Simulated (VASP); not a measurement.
Input of a VASP 6.6.1 run:

File INCAR:

```
PREC = Accurate
ENCUT = 600
EDIFF = 1E-6
ISMEAR = 0
SIGMA = 0.01
LREAL = F
LASPH = T
NELM = 120
ALGO = Normal
ISIF = 2
LWAVE = F
LCHARG = F
NBANDS = 16
GGA_COMPAT = F
```

Contents of KPOINTS:

```
Automatic mesh
0
Gamma
  8 8 8
```

The input POSCAR:

```
GaN
1.0
    0.0000000000      2.1352350000      2.1352350000
    2.1352350000      0.0000000000      2.1352350000
    2.1352350000      2.1352350000      0.0000000000
Ga N
1 1
Direct
    0.0000000000      0.0000000000      0.0000000000
    0.5000000000      0.5000000000      0.5000000000
```

Potentials or basis: VASP PAW LDA potentials, release 64 (Ga_d, N).

Run with:

```sh
$ cat potpaw_LDA.64/Ga_d/POTCAR potpaw_LDA.64/N/POTCAR > POTCAR
$ mpirun -np 1 vasp_std > vasp.out
```

Predict the pressure.

-12.7 GPa.

Predict the band gap on the k mesh.

0.24 eV, indirect (least direct gap 2.45 eV).

A k mesh can miss the band edges.
